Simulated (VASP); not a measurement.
# Ni (Im-3m) in VASP: a series of runs

Ni is run at these levels: r2SCAN; tasks: single point.

Program: VASP 6.6.1. These are calculated values, not measurements. Logs are shortened: lines on timing, memory, paths and dates and some standing lists are left out, and cuts for length are marked.

**1. The cell of the first run**

The structure is cubic, space group Im-3m (No. 229). Conventional cell: a = 2.765 Å, b = 2.765 Å, c = 2.765 Å, α = 90.00°, β = 90.00°, γ = 90.00°. Within 3.2 Å of Ni (site symmetry m-3m) lie 14 Ni at 2.39 to 2.77 Å.

This isn't the form of Ni at room conditions, which is fcc.

**2. Single point, r2SCAN, collinear spin, ferromagnetic start**

Input file POSCAR:

```
Ni
1.0
   -1.3826373139      1.3826373139      1.3826373139
    1.3826373139     -1.3826373139      1.3826373139
    1.3826373139      1.3826373139     -1.3826373139
Ni
1
Direct
    0.0000000000      0.0000000000      0.0000000000
```

Input file INCAR.step1:

```
PREC = Accurate
ENCUT = 520
ISMEAR = 0
SIGMA = 0.05
LREAL = F
LASPH = T
NELM = 150
ISPIN = 2
MAGMOM = 0.5
LMAXMIX = 4
NBANDS = 15
GGA = PE
ALGO = Normal
EDIFF = 1E-4
LWAVE = T
LCHARG = F
```

Input file INCAR.step2:

```
PREC = Accurate
ENCUT = 520
EDIFF = 1E-6
ISMEAR = 0
SIGMA = 0.05
LREAL = F
LASPH = T
NELM = 150
ALGO = Normal
ISIF = 2
LWAVE = F
LCHARG = F
ISPIN = 2
MAGMOM = 0.5
LORBIT = 11
LMAXMIX = 4
METAGGA = R2SCAN
LMIXTAU = T
NBANDS = 15
ISTART = 1
```

Input file KPOINTS:

```
regular mesh
0
Gamma
  20 20 20
```

Potentials or basis: VASP PAW PBE potentials, release 64 (Ni).

The run is started by

```bash
$ cat potpaw_PBE.64/Ni/POTCAR > POTCAR
$ cp INCAR.step1 INCAR
$ mpirun -np 1 vasp_std > vasp.out
$ cp INCAR.step2 INCAR
$ mpirun -np 1 vasp_std > vasp.out
```

OUTCAR:

```text
PREC = Accurate
   ENCUT = 520
   EDIFF = 1E-6
   ISMEAR = 0
   LREAL = F
   LASPH = T
   NELM = 150
   ISIF = 2
   ISPIN = 2
   LORBIT = 11
   METAGGA = R2SCAN
   ISTART = 1

 ion  position               nearest neighbor table
   1  0.000  0.000  0.000-

  LATTYP: Found a body centered cubic cell.
 ALAT       =     2.7652746278

  Lattice vectors:

 A1 = (  -1.3826373139,   1.3826373139,   1.3826373139)
 A2 = (   1.3826373139,  -1.3826373139,   1.3826373139)
 A3 = (   1.3826373139,   1.3826373139,  -1.3826373139)

Analysis of symmetry for initial positions (statically):
=====================================================================
 Subroutine PRICEL returns:
 Original cell was already a primitive cell.

 Routine SETGRP: Setting up the symmetry group for a
 body centered cubic supercell.

 Subroutine GETGRP returns: Found 48 space group operations
 (whereof 48 operations were pure point group operations)
 out of a pool of 48 trial point group operations.

The static configuration has the point symmetry O_h .

Analysis of symmetry for dynamics (positions and initial velocities):
=====================================================================
 Subroutine PRICEL returns:
 Original cell was already a primitive cell.

 Routine SETGRP: Setting up the symmetry group for a
 body centered cubic supercell.

 Subroutine GETGRP returns: Found 48 space group operations
 (whereof 48 operations were pure point group operations)
 out of a pool of 48 trial point group operations.

The dynamic configuration has the point symmetry O_h .

Analysis of structural, dynamic, and magnetic symmetry:
=====================================================================
 Subroutine PRICEL returns:
 Original cell was already a primitive cell.

 Routine SETGRP: Setting up the symmetry group for a
 body centered cubic supercell.

 Subroutine GETGRP returns: Found 48 space group operations
 (whereof 48 operations were pure point group operations)
 out of a pool of 48 trial point group operations.

The overall configuration has the point symmetry O_h .

 Subroutine INISYM returns: Found 48 space group operations
 (whereof 48 operations are pure point group operations),
 and found     1 'primitive' translations

----------------------------------------------------------------------------------------

                                     Primitive cell

  volume of cell :      10.5727

  direct lattice vectors                    reciprocal lattice vectors
    -1.382637314  1.382637314  1.382637314     0.000000000  0.361627735  0.361627735
     1.382637314 -1.382637314  1.382637314     0.361627735  0.000000000  0.361627735
     1.382637314  1.382637314 -1.382637314     0.361627735  0.361627735  0.000000000

  length of vectors
     2.394798076  2.394798076  2.394798076     0.511418847  0.511418847  0.511418847

  position of ions in fractional coordinates (direct lattice)
     0.000000000  0.000000000  0.000000000

  ion indices of the primitive-cell ions
   primitive index   ion index
                 1           1

----------------------------------------------------------------------------------------

 KPOINTS: regular mesh

Automatic generation of k-mesh.
 Grid dimensions read from file:
 generate k-points for:   20   20   20

 Generating k-lattice:

  Cartesian coordinates                     Fractional coordinates (reciprocal lattice)
     0.000000000  0.018081387  0.018081387     0.050000000  0.000000000  0.000000000
     0.018081387  0.000000000  0.018081387     0.000000000  0.050000000  0.000000000
     0.018081387  0.018081387  0.000000000     0.000000000  0.000000000  0.050000000

  Length of vectors
     0.025570942  0.025570942  0.025570942

  Shift w.r.t. Gamma in fractional coordinates (k-lattice)
     0.000000000  0.000000000  0.000000000

 Subroutine IBZKPT returns following result:
 ===========================================

 Found    256 irreducible k-points:

 Following reciprocal coordinates:
            Coordinates               Weight
[... 52 lines left out ...]
      3       6.6601      1.00000
      4       8.1036      1.00000
      5       8.4678      1.00000
      6       8.6967      1.00000
      7      23.6305      0.00000
      8      28.8679      0.00000
      9      32.5078      0.00000
     10      36.6761      0.00000
     11      41.2422      0.00000
     12      42.9744      0.00000
     13      49.4563      0.00000
     14      51.5553      0.00000
     15      52.8398      0.00000

 [... further k-points ...]

 spin component 2

 k-point     1 :       0.0000    0.0000    0.0000
  band No.  band energies     occupation
      1      -0.0751      1.00000
      2       7.9426      1.00000
      3       7.9426      1.00000
      4       7.9428      1.00000
      5       8.9861      1.00000
      6       8.9861      1.00000
      7      37.2725      0.00000
      8      37.2725      0.00000
      9      37.2727      0.00000
     10      42.5190      0.00000
     11      42.5190      0.00000
     12      44.4408      0.00000
     13      44.4408      0.00000
     14      44.4408      0.00000
     15      44.6028      0.00000

 k-point     2 :       0.0500    0.0000    0.0000
  band No.  band energies     occupation
      1       0.0354      1.00000
      2       7.9146      1.00000
      3       7.9390      1.00000
      4       7.9952      1.00000
      5       8.9588      1.00000
      6       8.9883      1.00000
      7      36.3464      0.00000
      8      37.0706      0.00000
      9      37.1280      0.00000
     10      41.7895      0.00000
     11      42.3714      0.00000
     12      42.4420      0.00000
     13      43.2951      0.00000
     14      44.9663      0.00000
     15      45.6710      0.00000
[... 365 lines left out ...]
      3       7.4810      1.00000
      4       8.7803      1.00000
      5       9.1284      1.00000
      6       9.3175      1.00000
      7      26.4081      0.00000
      8      29.9214      0.00000
      9      33.8707      0.00000
     10      37.0784      0.00000
     11      41.4571      0.00000
     12      42.5328      0.00000
     13      48.9216      0.00000
     14      49.4390      0.00000
     15      53.8160      0.00000

 k-point    24 :       0.2500    0.1000   -0.0000
  band No.  band energies     occupation
      1       3.6328      1.00000
      2       7.2051      1.00000
      3       7.4160      1.00000
      4       8.8595      1.00000
      5       9.1703      1.00000
      6       9.7602      0.00000
      7      23.8328      0.00000
      8      28.9819      0.00000
      9      32.6916      0.00000
     10      36.7862      0.00000
     11      41.4407      0.00000
     12      43.1541      0.00000
     13      49.7063      0.00000
     14      51.9179      0.00000
     15      54.9502      0.00000

 [... further k-points ...]

------------------------ aborting loop because EDIFF is reached ----------------------------------------

  FORCE on cell =-STRESS in cart. coord.  units (eV):
  Direction    XX          YY          ZZ          XY          YZ          ZX
  --------------------------------------------------------------------------------------
  -------------------------------------------------------------------------------------
  Total        0.0238484      0.0238484      0.0238484      0.0000000      0.0000000      0.0000000
  in kB        3.6139720      3.6139720      3.6139720      0.0000000      0.0000000      0.0000000
  external PRESSURE =       3.6139720 kB  Pullay stress =       0.0000000 kB

 VOLUME and BASIS-vectors are now :
 -----------------------------------------------------------------------------
  energy-cutoff  :      520.00
  volume of cell :       10.57
      direct lattice vectors                 reciprocal lattice vectors
    -1.382637314  1.382637314  1.382637314     0.000000000  0.361627735  0.361627735
     1.382637314 -1.382637314  1.382637314     0.361627735  0.000000000  0.361627735
     1.382637314  1.382637314 -1.382637314     0.361627735  0.361627735  0.000000000

 POSITION                                       TOTAL-FORCE (eV/Angst)
 -----------------------------------------------------------------------------------
      0.00000      0.00000      0.00000        -0.000000     -0.000000      0.000000
 -----------------------------------------------------------------------------------
    total drift:                                0.000000      0.000000      0.000000

  FREE ENERGIE OF THE ION-ELECTRON SYSTEM (eV)
  ---------------------------------------------------
  free  energy   TOTEN  =       -11.8332495387 eV

  energy  without entropy=      -11.8318480004  energy(sigma->0) =      -11.83254877

 total charge

# of ion       s       p       d       tot
------------------------------------------
    1        0.517   0.527   8.360   9.404

 magnetization (x)

# of ion       s       p       d       tot
------------------------------------------
    1       -0.008  -0.030   0.662   0.623
```

Run time: 2.9 min. Hardware: 1 thread of Intel Xeon Platinum 8559C (Emerald Rapids), shared host; peak memory 0.17 GiB.

What came out:

```yaml
Free_energy: -11.8332 eV
Pressure: 0.4 GPa
Net_moment: 0.61 μB per cell
Site_moments: Ni +0.62 μB
Valence_electrons_inside_the_program's_atomic_spheres: Ni 9.40
```

Levels at points of the mesh, in eV from the Fermi level:
Spin up:
| k point | band 1 | band 2 | band 3 | band 4 | band 5 | band 6 | band 7 | band 8 | band 9 | band 10 |
| --- | --- | --- | --- | --- | --- | --- | --- | --- | --- | --- |
| (0.00, 0.00, 0.00) | -9.41 | -2.68 | -2.68 | -2.68 | -1.12 | -1.12 | 27.80 | 27.80 | 27.80 | 33.02 |
| (0.50, 0.00, 0.00) | -5.05 | -3.65 | -1.22 | -0.95 | -0.34 | 0.24 | 6.86 | 20.17 | 21.41 | 24.90 |
| (0.50, 0.50, 0.50) | -4.62 | -4.62 | -0.57 | -0.57 | -0.57 | 10.43 | 10.43 | 10.43 | 16.28 | 16.28 |
Spin down:
```tsv
k point	band 2	band 3	band 4	band 5	band 6	band 7	band 8	band 9
(0.00, 0.00, 0.00)	-1.57	-1.57	-1.57	-0.52	-0.52	27.76	27.76	27.76
(0.50, 0.00, 0.00)	-2.65	-0.44	-0.34	0.07	0.95	7.38	20.12	21.62
(0.50, 0.50, 0.50)	-4.28	0.70	0.70	0.70	10.45	10.45	10.45	16.35
```

Caveat: the PAW data sets were made with another functional, which shifts forces and pressure a little.

**3. Single point, r2SCAN, collinear spin, ferromagnetic start**

POSCAR is that of step 2.

Input file INCAR.step1:

```
ALGO = Normal
EDIFF = 1E-4
ENCUT = 520
GGA = PE
ISMEAR = 0
ISPIN = 2
LASPH = True
LCHARG = False
LMAXMIX = 4
LREAL = False
LWAVE = True
MAGMOM = 0.75
NBANDS = 15
NELM = 150
PREC = Accurate
SIGMA = 0.05
```

Input file INCAR.step2:

```
ALGO = Normal
EDIFF = 1E-7
ENCUT = 520
ISIF = 2
ISMEAR = 0
ISPIN = 2
ISTART = 1
LASPH = True
LCHARG = False
LMAXMIX = 4
LMIXTAU = True
LORBIT = 11
LREAL = False
LWAVE = False
MAGMOM = 0.75
METAGGA = R2SCAN
NBANDS = 15
NELM = 150
PREC = Accurate
SIGMA = 0.05
```

Input file KPOINTS:

```
k-points
0
Gamma
  20 20 20
```

Potentials or basis: VASP PAW PBE potentials, release 64 (Ni).

The run is started by

```bash
$ cat potpaw_PBE.64/Ni/POTCAR > POTCAR
$ cp INCAR.step1 INCAR
$ mpirun -np 1 vasp_std > vasp.out
$ cp INCAR.step2 INCAR
$ mpirun -np 1 vasp_std > vasp.out
```

It took 3.6 min on 1 thread of Intel Xeon Platinum 8559C (Emerald Rapids), shared host; peak memory 0.17 GiB.

Results (log left out):

```yaml
Free_energy: -11.8333 eV
Pressure: 0.3 GPa
Net_moment: 0.61 μB per cell
Site_moments: Ni +0.62 μB
Valence_electrons_inside_the_program's_atomic_spheres: Ni 9.40
```

Levels at points of the mesh, in eV from the Fermi level:
Spin up:
```tsv
k point	band 2	band 3	band 4	band 5	band 6	band 7	band 8	band 9
(0.00, 0.00, 0.00)	-2.68	-2.68	-2.68	-1.12	-1.12	27.80	27.80	27.80
(0.50, 0.00, 0.00)	-3.65	-1.22	-0.95	-0.34	0.24	6.86	20.17	21.41
(0.50, 0.50, 0.50)	-4.62	-0.57	-0.57	-0.57	10.43	10.43	10.43	16.28
```
Spin down:
```tsv
k point	band 2	band 3	band 4	band 5	band 6	band 7	band 8	band 9
(0.00, 0.00, 0.00)	-1.57	-1.57	-1.57	-0.52	-0.52	27.76	27.76	27.76
(0.50, 0.00, 0.00)	-2.65	-0.44	-0.34	0.07	0.95	7.38	20.12	21.62
(0.50, 0.50, 0.50)	-4.28	0.70	0.70	0.70	10.45	10.45	10.45	16.35
```

Caveat: the PAW data sets were made with another functional, which shifts forces and pressure a little.

**4. Single point, r2SCAN, collinear spin, ferromagnetic start**

This run uses another cell than the first one, of 11.04 Å³/atom.

Input file POSCAR:

```
Ni
1.0
   -1.4028443884      1.4028443884      1.4028443884
    1.4028443884     -1.4028443884      1.4028443884
    1.4028443884      1.4028443884     -1.4028443884
Ni
1
Direct
    0.0000000000      0.0000000000      0.0000000000
```

Input file INCAR.step1:

```
ALGO = Normal ; EDIFF = 1E-4
ENCUT = 520 ; GGA = PE
ISMEAR = 0 ; ISPIN = 2
LASPH = T ; LCHARG = F
LMAXMIX = 4 ; LREAL = F
LWAVE = T ; MAGMOM = 0.8
NBANDS = 15 ; NELM = 150
PREC = Accurate ; SIGMA = 0.05
```

Input file INCAR.step2:

```
ALGO = Normal ; EDIFF = 1E-6
ENCUT = 520 ; ISIF = 2
ISMEAR = 0 ; ISPIN = 2
ISTART = 1 ; LASPH = T
LCHARG = F ; LMAXMIX = 4
LMIXTAU = T ; LORBIT = 11
LREAL = F ; LWAVE = F
MAGMOM = 0.8 ; METAGGA = R2SCAN
NBANDS = 15 ; NELM = 150
PREC = Accurate ; SIGMA = 0.05
```

KPOINTS is that of step 3.

The run is started by

```bash
$ cat potpaw_PBE.64/Ni/POTCAR > POTCAR
$ cp INCAR.step1 INCAR
$ mpirun -np 1 vasp_std > vasp.out
$ cp INCAR.step2 INCAR
$ mpirun -np 1 vasp_std > vasp.out
```

It took 2.9 min on 1 thread of Intel Xeon Platinum 8559C (Emerald Rapids), shared host; peak memory 0.17 GiB.

It converged, with:

- Free energy: -11.8215 eV
- Pressure: -7.9 GPa
- Net moment: 0.63 μB per cell
- Site moments: Ni +0.65 μB
- Valence electrons inside the program's atomic spheres: Ni 9.33

Levels at points of the mesh, in eV from the Fermi level:
Spin up:
```
           k point  band 2  band 3  band 4  band 5  band 6  band 7  band 8  band 9
(0.00, 0.00, 0.00)   -2.59   -2.59   -2.59   -1.11   -1.11   27.32   27.32   27.32
(0.50, 0.00, 0.00)   -3.49   -1.22   -0.96   -0.40    0.29    6.50   19.76   20.72
(0.50, 0.50, 0.50)   -4.38   -0.62   -0.62   -0.62   10.14   10.14   10.14   15.84
```
Spin down:
| k point | band 3 | band 4 | band 5 | band 6 | band 7 | band 8 |
| --- | --- | --- | --- | --- | --- | --- |
| (0.00, 0.00, 0.00) | -1.45 | -1.45 | -0.49 | -0.49 | 27.28 | 27.28 |
| (0.50, 0.00, 0.00) | -0.41 | -0.32 | 0.11 | 0.92 | 7.04 | 19.70 |
| (0.50, 0.50, 0.50) | 0.68 | 0.68 | 0.68 | 10.16 | 10.16 | 10.16 |

Caveat: the cell stands under tension; the PAW data sets were made with another functional, which shifts forces and pressure a little.

**5. Single point, r2SCAN, collinear spin, antiferromagnetic start**

This run uses another cell than the first one: it holds 2 atoms, not 1.

Input file POSCAR:

```
Ni
1.0
    0.0000000000      2.7652746278      0.0000000000
    2.7652746278      0.0000000000      0.0000000000
    2.7652746278      2.7652746278     -2.7652746278
Ni
2
Direct
    0.0000000000      0.0000000000      0.0000000000
    0.0000000000      0.0000000000      0.5000000000
```

Input file INCAR.step1:

```
SYSTEM = Ni
ALGO = Normal
EDIFF = 1E-4
ENCUT = 520
GGA = PE
ISMEAR = 0
ISPIN = 2
LASPH = .TRUE.
LCHARG = .FALSE.
LMAXMIX = 4
LREAL = .FALSE.
LWAVE = .TRUE.
MAGMOM = 0.8 -0.8
NBANDS = 21
NELM = 150
PREC = Accurate
SIGMA = 0.05
```

Input file INCAR.step2:

```
SYSTEM = Ni
ALGO = Normal
EDIFF = 1E-6
ENCUT = 520
ISIF = 2
ISMEAR = 0
ISPIN = 2
ISTART = 1
LASPH = .TRUE.
LCHARG = .FALSE.
LMAXMIX = 4
LMIXTAU = .TRUE.
LORBIT = 11
LREAL = .FALSE.
LWAVE = .FALSE.
MAGMOM = 0.8 -0.8
METAGGA = R2SCAN
NBANDS = 21
NELM = 150
PREC = Accurate
SIGMA = 0.05
```

Input file KPOINTS:

```
k-points
0
G
  20 20 10
  0 0 0
```

The run is started by

```bash
$ cat potpaw_PBE.64/Ni/POTCAR > POTCAR
$ cp INCAR.step1 INCAR
$ mpirun -np 1 vasp_std > vasp.out
$ cp INCAR.step2 INCAR
$ mpirun -np 1 vasp_std > vasp.out
```

Wall time 4.2 min (1 thread of Intel Xeon Platinum 8559C (Emerald Rapids), shared host); peak memory 0.24 GiB.

Results (log left out):

| Property | Result |
| --- | --- |
| Free energy | -23.5564 eV |
| Pressure | -2.4 GPa |
| Band gap on the k mesh | zero (filled and empty bands overlap) |
| Net moment | 0.00 μB per cell |
| Valence electrons inside the program's atomic spheres | Ni 9.41 |

Levels at points of the mesh, in eV from the Fermi level:
Spin up:
| k point | band 7 | band 8 | band 9 | band 10 | band 11 | band 12 | band 13 | band 14 |
| --- | --- | --- | --- | --- | --- | --- | --- | --- |
| (0.00, 0.00, 0.00) | -0.66 | -0.66 | 0.22 | 0.22 | 0.22 | 10.61 | 10.61 | 10.61 |
| (0.50, 0.00, 0.00) | -0.49 | -0.49 | 0.33 | 0.33 | 0.46 | 0.46 | 7.28 | 7.28 |
| (0.00, 0.00, 0.50) | -1.59 | -1.59 | -0.89 | -0.89 | 0.38 | 0.38 | 18.10 | 18.10 |
| (0.50, 0.50, 0.50) | -0.46 | -0.46 | -0.46 | -0.46 | 8.87 | 8.87 | 8.87 | 8.87 |
Spin down:
| k point | band 6 | band 7 | band 8 | band 9 | band 10 | band 11 | band 12 | band 13 | band 14 | band 15 |
| --- | --- | --- | --- | --- | --- | --- | --- | --- | --- | --- |
| (0.00, 0.00, 0.00) | -1.97 | -0.66 | -0.66 | 0.22 | 0.22 | 0.22 | 10.61 | 10.61 | 10.61 | 16.49 |
| (0.50, 0.00, 0.00) | -0.67 | -0.49 | -0.49 | 0.33 | 0.33 | 0.46 | 0.46 | 7.28 | 7.28 | 20.32 |
| (0.00, 0.00, 0.50) | -1.59 | -1.59 | -1.59 | -0.89 | -0.89 | 0.38 | 0.38 | 18.10 | 18.10 | 18.10 |
| (0.50, 0.50, 0.50) | -2.99 | -0.46 | -0.46 | -0.46 | -0.46 | 8.87 | 8.87 | 8.87 | 8.87 | 8.87 |

Caveat: the moments typed at the start vanished in this run; the PAW data sets were made with another functional, which shifts forces and pressure a little.

**6. Summary**

```csv
spin,cell,k mesh,gap on the mesh (eV),pressure (GPa),moment (μB)
"collinear, ferromagnetic start","a = 2.395 Å, angles 109.5°, 1 atom, atomic positions A",20 × 20 × 20,none,0.3,0.61
"collinear, ferromagnetic start","a = 2.430 Å, angles 109.5°, 1 atom, atomic positions A",20 × 20 × 20,none,-7.9,0.63
"collinear, antiferromagnetic start","a = 2.765, b = 2.765, c = 4.790 Å, angles 54.7, 54.7, 90.0°, 2 atoms, atomic positions B",20 × 20 × 10,none,-2.4,0.00
```

Alike in all rows: task single point; level r2SCAN; potentials or basis VASP PAW PBE potentials, release 64 (Ni); cutoff (eV) 520; smearing gaussian 0.05 eV.

Caveats: the PAW data sets were made with another functional, which shifts forces and pressure a little; the cell stands under tension (at least some runs); the moments typed at the start vanished in this run (at least some runs).

Total energies depend on the potentials used, so only differences within one code and one set of settings carry meaning.
